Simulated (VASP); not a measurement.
HfB2:

```
Hf B
1.0
     3.14000    0.00000    0.00000
    -1.57000    2.71932    0.00000
     0.00000    0.00000    3.48000
Hf B
1 2
Direct
  0.00000 0.00000 0.00000
  0.33333 0.66667 0.50000
  0.66667 0.33333 0.50000
```

```yaml
Program: VASP 6.6.1
Task: relaxation of cell and atoms
Functional: PBEsol
Potentials_or_basis: VASP PAW PBE potentials, release 64 (Hf_pv, B)
Cutoff: 600 eV
k_mesh: 12 × 12 × 9
Occupations: fermi-dirac, width 0.1 eV
Spin: no spin polarisation
```

At the start: pressure -4.5 GPa; volume 9.90 Å³/atom.

Problem. How do energy, volume and symmetry change on relaxing?

Solution. Over 5 steps the energy falls by 2.6 meV/atom and the volume is 9.73 Å³/atom (-1.8 %); space group P6/mmm (No. 191, to 0.05 Å).

Step by step:
| step | energy change (eV) | largest force (eV/Å) | pressure (GPa) | volume (Å³) |
| --- | --- | --- | --- | --- |
| 1 | 0.0000 | 0.0000 | -4.49 | 29.71 |
| 2 | 0.0050 | 0.0000 | 6.33 | 28.54 |
| 3 | -0.0075 | 0.0000 | 0.04 | 29.19 |
| 4 | -0.0075 | 0.0000 | 0.13 | 29.18 |
| 5 | -0.0077 | 0.0000 | 0.09 | 29.18 |

Final structure:
```
CELL_PARAMETERS angstrom
3.12545 0.00000 0.00000
-1.56272 2.70672 0.00000
0.00000 0.00000 3.44960
ATOMIC_POSITIONS crystal
Hf 0.00000 0.00000 0.00000
B 0.33333 0.66667 0.50000
B 0.66667 0.33333 0.50000
```

Caveat: the PAW data sets were made with another functional, which shifts forces and pressure a little.
